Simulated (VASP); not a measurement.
ZnSe, 2 atoms in the cell. The structure is tetragonal, space group I-4m2 (No. 119). Conventional cell: a = 3.805 Å, b = 3.805 Å, c = 5.987 Å, α = 90.00°, β = 90.00°, γ = 90.00°. Zn (site symmetry -4m2) has 4 Se at 2.42 Å within 3.2 Å. Se (site symmetry -4m2) has 4 Zn at 2.42 Å within 3.2 Å.  This cell differs from its parent crystal: epitaxial xy strain -5.0%.

```yaml
Program: VASP 6.6.1
Task: single point
Functional: HSE06
Potentials_or_basis: VASP PAW PBE potentials, release 64 (Zn, Se)
Cutoff: 400 eV
k_mesh: 6 × 6 × 6
Occupations: gaussian, width 0.01 eV
Spin: no spin polarisation
Dipole_correction: no
Grid_for_exact_exchange_PRECFOCK: Normal
Further_INCAR_settings: ALGO = Normal; EDIFF = 1e-06; NBANDS = 16
Share_of_exact_exchange: 0.25
Screening_parameter: 0.2079 1/Å
```

Potentials or basis: VASP PAW PBE potentials, release 64 (Zn, Se).

Launch:

```bash
$ cat potpaw_PBE.64/Zn/POTCAR potpaw_PBE.64/Se/POTCAR > POTCAR
$ cp INCAR.step1 INCAR
$ mpirun -np 1 vasp_std > vasp.out
$ cp INCAR.step2 INCAR
$ mpirun -np 1 vasp_std > vasp.out
```

Hardware: 1 thread of AMD EPYC 7R13 Processor (Zen 3), with other jobs on the host.

Task: How long does it take, and how much memory?

Result: Run time: 44 min on 1 thread of AMD EPYC 7R13 Processor (Zen 3), with other jobs on the host, peak memory 0.25 GiB. Counts: k points 30.
